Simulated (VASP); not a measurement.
Set up this calculation in VASP 6.6.1, as the native input.

| Item | Value |
| --- | --- |
| Task | single point |
| Functional | PBE |
| Potentials or basis | VASP PAW PBE potentials, release 64 (Ta_pv, C) |
| Cutoff | 520 eV |
| k mesh | 12 × 12 × 6 |
| Occupations | gaussian, width 0.1 eV |
| Spin | no spin polarisation |
| Dipole correction | no |
| Further INCAR settings | ALGO = Normal; EDIFF = 1e-06; NBANDS = 25 |

The structure of Ta2C3 lies in POSCAR:

```
Ta2C3
1.0
    3.0250637760      0.0000000000      0.0000000000
   -1.5125318880      2.6197820781      0.0000000000
    0.0000000000      0.0000000000      6.4414230442
Ta C
2 3
Direct
    0.3333333333      0.6666666667      0.2083520802
    0.6666666667      0.3333333333      0.7916479198
    0.0000000000      0.0000000000      0.0000000000
    0.3333333333      0.6666666667      0.5453293478
    0.6666666667      0.3333333333      0.4546706522
```

One way to write it, as run:

INCAR

```
SYSTEM = Ta2C3
ALGO = Normal
EDIFF = 1E-6
ENCUT = 520
GGA = PE
ISIF = 2
ISMEAR = 0
LASPH = .TRUE.
LCHARG = .TRUE.
LELF = .TRUE.
LREAL = .FALSE.
LVHAR = .TRUE.
LWAVE = .FALSE.
NBANDS = 25
NELM = 100
PREC = Accurate
SIGMA = 0.1
```

KPOINTS

```
k-points
0
G
  12 12 6
  0 0 0
```

Potentials or basis: VASP PAW PBE potentials, release 64 (Ta_pv, C).

Command:

```console
$ cat potpaw_PBE.64/Ta_pv/POTCAR potpaw_PBE.64/C/POTCAR > POTCAR
$ mpirun -np 1 vasp_std > vasp.out
```

Results of the run:

```yaml
Pressure: 0.7 GPa
Largest_force: 0.009 eV/Å
Band_gap_on_the_k_mesh: zero (band 17 reaches 9.90 eV, above the bottom of band 18 at 7.42 eV)
```

Caveat: spin-orbit coupling is left out, which moves the levels of the heavy elements.

It took 59 s on 1 thread of Intel(R) Xeon(R) Platinum 8488C (Sapphire Rapids), on a shared host, peak memory 0.25 GiB.
